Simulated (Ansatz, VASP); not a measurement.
Fe: VASP beside Ansatz

```
Fe
1.0
     2.43416    0.00000    0.00000
    -1.21708    2.10804    0.00000
     0.00000    0.00000    3.88035
Fe
2
Direct
  0.33333 0.66667 0.25000
  0.66667 0.33333 0.75000
```

Change from the starting cell: zz strain of +1 %, crystal datasets.

Alike in both runs: task electric field gradients; functional PBE; k mesh 17 × 17 × 10; occupations fermi-dirac, width 0.08 eV; no spin polarisation.

```csv
,VASP,Ansatz
version,VASP 6.6.1,Ansatz 0.2.0
potentials or method,"VASP PAW PBE potentials, release 64 (Fe), cutoff 520 eV","all-electron PAW with datasets made for the crystal, scalar-relativistic"
```

Ansatz gave:

```
pressure (GPa)                                                : 7.5
traceless stress, the component that is largest in VASP (GPa) : -2.41
size of Vzz on the site where it differs most (V/Å²)          : 2.8
```

Question: Which values does VASP return?

Answer: Pressure (GPa): 6.8; traceless stress, the component that is largest in VASP (GPa): -2.45; size of Vzz on the site where it differs most (V/Å²): 5.2.

Ansatz ran all-electron here, and VASP with PAW potentials. Ansatz's warnings: printed levels off.
